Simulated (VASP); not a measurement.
# Ga9P8 (a cell with a defect) in VASP: single point with PBE

Aim: the single point of Ga9P8 (a cell with a defect) with PBE.

Everything below comes from runs of VASP 6.6.1. Logs are shortened: lines on timing, memory, paths and dates and some standing lists are left out, and cuts for length are marked.

## Step 1: The cell of the first run

The cell holds a defect, 17 atoms: a = 7.785 Å, b = 7.785 Å, c = 7.785 Å, α = 60.00°, β = 60.00°, γ = 60.00°.

## Step 2: Single point, PBE

Contents of INCAR:

```
SYSTEM = Ga9P8
  PREC = Accurate
  ENCUT = 520
  EDIFF = 1E-6
  ISMEAR = 0
  SIGMA = 0.02
  LREAL = Auto
  LASPH = .TRUE.
  NELM = 60
  ALGO = Normal
  ISIF = 2
  LWAVE = .FALSE.
  LCHARG = .TRUE.
  GGA = PE
  LELF = .TRUE.
  LVHAR = .TRUE.
  NBANDS = 92
```

Contents of KPOINTS:

```
regular mesh
0
G
  2 2 2
  0 0 0
```

Contents of POSCAR:

```
Ga9P8
1.0
    0.0000000000      5.5051169748     -5.5051169748
    5.5051169748      5.5051169748      0.0000000000
    5.5051169748      0.0000000000     -5.5051169748
Ga P
9 8
Direct
    0.4989362647      0.4990038382     -0.0005377724
    0.4926371251      0.0056894341     -0.0075676866
    1.0057635515      0.4924107903     -0.0074419854
    1.0057409362      0.0057719936     -0.0077463386
    0.4927389395      0.4926909841      0.5055971586
    0.4926188694      0.0057719936      0.5057114159
    1.0057046972      0.4927225003      0.5057204075
    0.9994641395     -0.0005867269      0.4987514366
    0.7494515591      0.7493227699      0.2486487583
    0.3750012051      0.3750735015      0.3716581336
    0.3641435794      0.8776420233      0.3774388464
    0.8777592778      0.3640800930      0.3773764499
    0.8776237675      0.8777761712      0.3774443867
    0.3750523394      0.3749831310      0.8749601547
    0.3749987529      0.8714501476      0.8750573370
    0.8714348890      0.3750169178      0.8750398987
    0.8776754467      0.8776476544      0.8634899171
```

Potentials or basis: VASP PAW PBE potentials, release 64 (Ga_d, P).

On the command line:

```bash
$ cat potpaw_PBE.64/Ga_d/POTCAR potpaw_PBE.64/P/POTCAR > POTCAR
$ mpirun -np 1 vasp_std > vasp.out
```

OUTCAR:

```text
SYSTEM = Ga9P8
   PREC = Accurate
   ENCUT = 520
   EDIFF = 1E-6
   ISMEAR = 0
   LREAL = Auto
   LASPH = .TRUE.
   NELM = 60
   ISIF = 2
   GGA = PE

 ion  position               nearest neighbor table
   1  0.499  0.499  0.999-  10 2.37  14 2.37  15 2.37  16 2.37
   2  0.493  0.006  0.992-  15 2.35  14 2.35  11 2.45  17 2.45   9 2.82
   3  0.006  0.492  0.993-  16 2.35  14 2.35  12 2.45  17 2.45   9 2.82
   4  0.006  0.006  0.992-  16 2.35  15 2.35  17 2.45  13 2.45   9 2.82
   5  0.493  0.493  0.506-  10 2.35  14 2.35  11 2.45  12 2.45   9 2.83
   6  0.493  0.006  0.506-  10 2.35  15 2.35  11 2.45  13 2.45   9 2.83
   7  0.006  0.493  0.506-  10 2.35  16 2.35  12 2.45  13 2.45   9 2.83
   8  0.999  0.999  0.499-  12 2.32  11 2.32  17 2.32  13 2.32
   9  0.749  0.749  0.249-  17 2.45  12 2.45  11 2.45  13 2.45   4 2.82   3 2.82   2 2.82   7 2.83
                             5 2.83   6 2.83
  10  0.375  0.375  0.372-   5 2.35   7 2.35   6 2.35   1 2.37
  11  0.364  0.878  0.377-   8 2.32   6 2.45   5 2.45   2 2.45   9 2.45
  12  0.878  0.364  0.377-   8 2.32   3 2.45   7 2.45   5 2.45   9 2.45
  13  0.878  0.878  0.377-   8 2.32   6 2.45   7 2.45   4 2.45   9 2.45
  14  0.375  0.375  0.875-   3 2.35   2 2.35   5 2.35   1 2.37
  15  0.375  0.871  0.875-   2 2.35   4 2.35   6 2.35   1 2.37
  16  0.871  0.375  0.875-   3 2.35   4 2.35   7 2.35   1 2.37
  17  0.878  0.878  0.863-   8 2.32   4 2.45   2 2.45   9 2.45   3 2.45

  LATTYP: Found a face centered cubic cell.
 ALAT       =    11.0102339496

  Lattice vectors:

 A1 = (   0.0000000000,   5.5051169748,  -5.5051169748)
 A2 = (   5.5051169748,   5.5051169748,   0.0000000000)
 A3 = (   5.5051169748,   0.0000000000,  -5.5051169748)

Analysis of symmetry for initial positions (statically):
=====================================================================
 Subroutine PRICEL returns:
 Original cell was already a primitive cell.

 Routine SETGRP: Setting up the symmetry group for a
 face centered cubic supercell.

 Subroutine GETGRP returns: Found  1 space group operations
 (whereof  1 operations were pure point group operations)
 out of a pool of 48 trial point group operations.

The static configuration has the point symmetry C_1 .

Analysis of symmetry for dynamics (positions and initial velocities):
=====================================================================
 Subroutine PRICEL returns:
 Original cell was already a primitive cell.

 Routine SETGRP: Setting up the symmetry group for a
 face centered cubic supercell.

 Subroutine GETGRP returns: Found  1 space group operations
 (whereof  1 operations were pure point group operations)
 out of a pool of 48 trial point group operations.

The dynamic configuration has the point symmetry C_1 .

 Subroutine INISYM returns: Found  1 space group operations
 (whereof  1 operations are pure point group operations),
 and found     1 'primitive' translations

----------------------------------------------------------------------------------------

                                     Primitive cell

  volume of cell :     333.6796

  direct lattice vectors                    reciprocal lattice vectors
     0.000000000  5.505116975 -5.505116975    -0.090824591  0.090824591 -0.090824591
     5.505116975  5.505116975  0.000000000     0.090824591  0.090824591  0.090824591
     5.505116975  0.000000000 -5.505116975     0.090824591 -0.090824591 -0.090824591

  length of vectors
     7.785411088  7.785411088  7.785411088     0.157312807  0.157312807  0.157312807

  position of ions in fractional coordinates (direct lattice)
     0.498936265  0.499003838  0.999462228
     0.492637125  0.005689434  0.992432313
     0.005763552  0.492410790  0.992558015
     0.005740936  0.005771994  0.992253661
     0.492738940  0.492690984  0.505597159
     0.492618869  0.005771994  0.505711416
[... 9 lines left out ...]
     0.871434889  0.375016918  0.875039899
     0.877675447  0.877647654  0.863489917

  ion indices of the primitive-cell ions
   primitive index   ion index
                 1           1
                 2           2
                 3           3
                 4           4
                 5           5
                 6           6
[... 9 lines left out ...]
                16          16
                17          17

----------------------------------------------------------------------------------------

 KPOINTS: regular mesh

Automatic generation of k-mesh.
 Grid dimensions read from file:
 generate k-points for:    2    2    2

 Generating k-lattice:

  Cartesian coordinates                     Fractional coordinates (reciprocal lattice)
    -0.045412296  0.045412296 -0.045412296     0.500000000  0.000000000  0.000000000
     0.045412296  0.045412296  0.045412296     0.000000000  0.500000000  0.000000000
     0.045412296 -0.045412296 -0.045412296     0.000000000  0.000000000  0.500000000

  Length of vectors
     0.078656403  0.078656403  0.078656403

  Shift w.r.t. Gamma in fractional coordinates (k-lattice)
     0.000000000  0.000000000  0.000000000

 Subroutine IBZKPT returns following result:
 ===========================================

 Found      8 irreducible k-points:

 Following reciprocal coordinates:
            Coordinates               Weight
  0.000000  0.000000  0.000000      1.000000
  0.500000  0.000000  0.000000      1.000000
  0.000000  0.500000  0.000000      1.000000
  0.000000  0.000000  0.500000      1.000000
  0.500000  0.500000  0.500000      1.000000
  0.500000  0.500000  0.000000      1.000000
  0.000000  0.500000  0.500000      1.000000
  0.500000  0.000000  0.500000      1.000000
   k-points           NKPTS =      8   k-points in BZ     NKDIM =      8   number of bands    NBANDS=     92
   number of dos      NEDOS =    301   number of ions     NIONS =     17
   total plane-waves  NPLWV = 216000
   dimension x,y,z NGX =    60 NGY =   60 NGZ =   60
   dimension x,y,z NGXF=   120 NGYF=  120 NGZF=  120
   ions per type =               9   8
   NGX,Y,Z   is equivalent  to a cutoff of  12.81, 12.81, 12.81 a.u.
   NGXF,Y,Z  is equivalent  to a cutoff of  25.62, 25.62, 25.62 a.u.
 SYSTEM =  Ga9P8
   PREC   = accura    normal or accurate (medium, high low for compatibility)
   ISTART =      0    job   : 0-new  1-cont  2-samecut
   ICHARG =      2    charge: 1-file 2-atom 10-const
   ISPIN  =      1    spin polarized calculation?
   LNONCOLLINEAR =      F non collinear calculations
   LSORBIT =      F    spin-orbit coupling
   LASPH  =      T    aspherical Exc in radial PAW
   ENCUT  =  520.0 eV  38.22 Ry    6.18 a.u.  14.48 14.48 14.48*2*pi/ulx,y,z
   NELM   =     60;   NELMIN=  2; NELMDL= -5     # of ELM steps
   EDIFF  = 0.1E-05   stopping-criterion for ELM
   LREAL  =      T    real-space projection
   EDIFFG = 0.1E-04   stopping-criterion for IOM
   NSW    =      0    number of steps for IOM
   IBRION =     -1    ionic relax: 0-MD 1-quasi-New 2-CG
   NFREE  =      0    steps in history (QN), initial steepest desc. (CG)
   ISIF   =      2    stress and relaxation
   ISYM   =      2    0-nonsym 1-usesym 2-fastsym
   POTIM  = 0.5000    time-step for ionic-motion
   TEBEG  =    0.0;   TEEND  =   0.0 temperature during run
   PSTRESS=    0.0 pullay stress
   NELECT =     157.0000    total number of electrons
   NUPDOWN=      -1.0000    fix difference up-down
   EMIN   =  10.00;   EMAX   =-10.00  energy-range for DOS
   EFERMI =   0.00;   METHOD = LEGACY
   ISMEAR =     0;   SIGMA  =   0.02  broadening in eV -4-tet -1-fermi 0-gaus
   EFERMI_NEDOS =   21; number of points for ismear=-14 and -15
   IALGO  =     38    algorithm
   IMIX   =      4    mixing-type and parameters
     AMIX     =   0.40;   BMIX     =  1.00
     AMIX_MAG =   1.60;   BMIX_MAG =  1.00
  volume/ion in A,a.u.               =      19.63       132.46
  Fermi-wavevector in a.u.,A,eV,Ry     =   1.273302  2.406192 22.059106  1.621299
  Thomas-Fermi vector in A             =   2.406133
   LORBIT       =      0    0 simple, 1 ext, 2 COOP (PROOUT), +10 PAW based schemes
   GGA     = PE    functional components
   LHFCALC =     F    Hartree Fock is set to
   AEXX    =    0.0000 exact exchange contribution
   IVDW    =     0    specifies the selected vdW correction
   LEPSILON=     F    determine dielectric tensor
   LRPA    =     F    only Hartree local field effects (RPA)
 non-spin polarized calculation
 Gauss-broadening in eV      SIGMA  =   0.02
  energy-cutoff  :      520.00
  volume of cell :      333.68
 maximum number of plane-waves:      9089
 NGX is ok and might be reduce to    60
   NGX = 29   NGY = 29   NGZ = 29

 number of electron     157.0000007 magnetization

 Free energy of the ion-electron system (eV)
  ---------------------------------------------------
  ext. energy  EPLUGINS =         0.00000000
  ---------------------------------------------------
  free energy    TOTEN  =       -71.67915323 eV

  energy without entropy =      -71.67511519  energy(sigma->0) =      -71.67713421

 E-fermi :   6.2715     XC(G=0): -10.0237

 val. band max:        6.2712797819   @ k =   0.0000   0.0000   0.0000
 cond. band min:       6.2843814157   @ k =   0.0000   0.0000   0.0000
 fundamental gap:      0.0131016338
 Fermi energy:         6.2714773198

 k-point     1 :       0.0000    0.0000    0.0000
  band No.  band energies     occupation
      1      -9.8306      2.00000
      2      -9.8305      2.00000
      3      -9.8303      2.00000
      4      -9.7765      2.00000
      5      -9.7760      2.00000
      6      -9.7759      2.00000
[... 82 lines left out ...]
     89       7.9646      0.00000
     90       7.9660      0.00000

 k-point     2 :       0.5000    0.0000    0.0000
  band No.  band energies     occupation
      1      -9.8155      2.00000
      2      -9.8153      2.00000
      3      -9.8124      2.00000
      4      -9.7770      2.00000
      5      -9.7766      2.00000
      6      -9.7741      2.00000
[... 547 lines left out ...]
     89       9.0715      0.00000
     90       9.3848      0.00000

 k-point     8 :       0.5000    0.0000    0.5000
  band No.  band energies     occupation
      1      -9.8102      2.00000
      2      -9.8099      2.00000
      3      -9.8044      2.00000
      4      -9.7884      2.00000
      5      -9.7714      2.00000
      6      -9.7711      2.00000
[... 82 lines left out ...]
     89       9.0708      0.00000
     90       9.3852      0.00000
 [bands above 90 left out]

------------------------ aborting loop because EDIFF is reached ----------------------------------------

  FORCE on cell =-STRESS in cart. coord.  units (eV):
  Direction    XX          YY          ZZ          XY          YZ          ZX
  --------------------------------------------------------------------------------------
  -------------------------------------------------------------------------------------
  Total       11.5647557     11.5759563     11.5688809     -0.0064950      0.0101636     -0.0312706
  in kB       55.5286857     55.5824660     55.5484930     -0.0311861      0.0488009     -0.1501470
  external PRESSURE =      55.5532149 kB  Pullay stress =       0.0000000 kB

 VOLUME and BASIS-vectors are now :
 -----------------------------------------------------------------------------
  energy-cutoff  :      520.00
  volume of cell :      333.68
      direct lattice vectors                 reciprocal lattice vectors
     0.000000000  5.505116975 -5.505116975    -0.090824591  0.090824591 -0.090824591
     5.505116975  5.505116975  0.000000000     0.090824591  0.090824591  0.090824591
     5.505116975  0.000000000 -5.505116975     0.090824591 -0.090824591 -0.090824591

 POSITION                                       TOTAL-FORCE (eV/Angst)
 -----------------------------------------------------------------------------------
      8.24923      5.49378     -8.24886        -0.005453      0.004057      0.002880
      5.49478      2.74335     -8.17548         0.003163      0.002329      0.007558
      8.17493      2.74251     -5.49588        -0.008715      0.007722      0.001570
      5.49425      0.06338     -5.49408         0.004545      0.003095     -0.004001
      5.49569      5.42491     -5.49596         0.002019     -0.009115     -0.003300
      2.81578      2.74370     -5.49593         0.004981      0.001846     -0.002809
[... 9 lines left out ...]
      6.88171      6.86186     -9.61455        -0.002890      0.003381     -0.000536
      9.58517      9.66326     -9.58532        -0.003413     -0.000022     -0.001589
 -----------------------------------------------------------------------------------
    total drift:                                0.002082      0.001017     -0.002896

  FREE ENERGIE OF THE ION-ELECTRON SYSTEM (eV)
  ---------------------------------------------------
  free  energy   TOTEN  =       -71.6791532296 eV

  energy  without entropy=      -71.6751151855  energy(sigma->0) =      -71.67713421
```

Run time: 16 min. Hardware: 1 thread of Intel Xeon 8259CL, shared host; peak memory 0.56 GiB.

What came out:

| Quantity | Value |
| --- | --- |
| Free energy | -71.6792 eV |
| Pressure | 5.6 GPa |
| Largest force | 0.012 eV/Å |
| Band gap on the k mesh | zero (an odd number of electrons rules out a gap without spin polarisation) |

Forces on the atoms (eV/Å):
```
Ga  -0.005  0.004  0.003
Ga   0.003  0.002  0.008
Ga  -0.009  0.008  0.002
Ga   0.005  0.003 -0.004
Ga   0.002 -0.009 -0.003
Ga   0.005  0.002 -0.003
Ga   0.003  0.003 -0.005
Ga  -0.003 -0.005  0.002
Ga   0.006  0.003 -0.004
P    0.005 -0.006 -0.006
P    0.000 -0.003  0.003
P    0.002 -0.008 -0.002
P   -0.006 -0.001  0.003
P   -0.003 -0.002  0.004
P    0.002  0.005  0.005
P   -0.003  0.003 -0.001
P   -0.003  0.000 -0.002
```

Levels at points of the mesh, in eV from the Fermi level:
```
           k point  band 74  band 75  band 76  band 77  band 78  band 79  band 80  band 81  band 82  band 83
(0.00, 0.00, 0.00)    -2.53    -2.53    -1.56    -1.56    -1.56    -0.19    -0.19    -0.19     0.00     0.01
(0.50, 0.00, 0.00)    -2.24    -2.24    -2.20    -2.19    -1.40     0.10     0.58     0.62     0.62     0.72
(0.00, 0.50, 0.00)    -2.24    -2.24    -2.20    -2.20    -1.39     0.10     0.58     0.62     0.62     0.72
(0.00, 0.00, 0.50)    -2.24    -2.24    -2.20    -2.19    -1.40     0.10     0.58     0.62     0.62     0.72
(0.50, 0.50, 0.50)    -2.24    -2.24    -2.20    -2.19    -1.40     0.11     0.59     0.62     0.62     0.72
(0.50, 0.50, 0.00)    -2.85    -2.85    -2.65    -2.64    -0.74     0.35     0.83     1.24     1.34     1.34
(0.00, 0.50, 0.50)    -2.85    -2.85    -2.65    -2.63    -0.74     0.34     0.83     1.24     1.34     1.34
(0.50, 0.00, 0.50)    -2.85    -2.85    -2.65    -2.64    -0.74     0.35     0.83     1.24     1.34     1.34
```

Caveat: the k points lie up to 0.49 Å⁻¹ apart, too coarse for converged energies and pressures of a metal.
